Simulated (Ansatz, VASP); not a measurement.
# One calculation of AlBN, two programs

```
CELL_PARAMETERS angstrom
2.80101 0.00000 0.00000
0.00000 2.80101 0.00000
0.00000 0.00000 4.33730
ATOMIC_POSITIONS crystal
Al 0.00000 0.00000 0.00000
B 0.50000 0.50000 0.00000
N 0.50000 0.50000 0.50000
```

Alike in both runs: task relaxation of cell and atoms; functional PBE; k mesh 6 × 6 × 4; occupations gaussian, width 0.1 eV; no spin polarisation.

|  | VASP | Ansatz |
| --- | --- | --- |
| version | VASP 6.6.1 | Ansatz 0.2.0 |
| potentials or method | VASP PAW PBE potentials, release 64 (Al, B_h, N_h), cutoff 910 eV | scalar-relativistic, plane waves, PAW |
| valence electrons in the cell | 11 | 11 |

VASP gave:

```
gap on the k mesh at the Fermi level, each at its own relaxed structure (eV) : none
relaxed volume (Å³/atom)                                                     : 12.53
relaxed length of the cell vector where the two differ most in proportion (Å)              : 3.737
```

Question: What did Ansatz give for the same quantities?

Answer: gap on the k mesh at the Fermi level, each at its own relaxed structure (eV): none; relaxed volume (Å³/atom): 15.10; relaxed length of the cell vector where the two differ most in proportion (Å): 4.113.

A gap of «none» marks a metal or a gap that the smearing closes. One of these differences is far larger than is usual between the two programs; its cause wasn't traced.

The k mesh is coarse, so the values compare programs but aren't converged. Noted on VASP's run: the cutoff is under 1.25 times that of the potentials, so the pressure is a little rough.
